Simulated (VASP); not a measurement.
Input of a VASP 6.6.1 run:

INCAR

```
ALGO = Normal
EDIFF = 1E-7
ENCUT = 520
GGA = PS
ISIF = 2
ISMEAR = -1
LASPH = T
LCHARG = T
LELF = T
LREAL = F
LVHAR = T
LWAVE = F
NBANDS = 12
NELM = 60
PREC = Accurate
SIGMA = 0.05
```

Contents of KPOINTS:

```
k-points
0
Gamma
  12 12 12
```

Contents of POSCAR:

```
Zn
1.0
    0.0000000000      1.9906312808      1.9906312808
    1.9906312808      0.0000000000      1.9906312808
    1.9906312808      1.9906312808      0.0000000000
Zn
1
Direct
    0.0000000000      0.0000000000      0.0000000000
```

Potentials or basis: VASP PAW PBE potentials, release 64 (Zn).

The run is started by

```sh
$ cat potpaw_PBE.64/Zn/POTCAR > POTCAR
$ mpirun -np 1 vasp_std > vasp.out
```

Estimate the band gap on the k mesh.

zero (band 6 reaches 4.86 eV, above the bottom of band 7 at 1.19 eV).

Predict the pressure.

-6.9 GPa.

Caveat: the PAW data sets were made with another functional, which shifts forces and pressure a little.
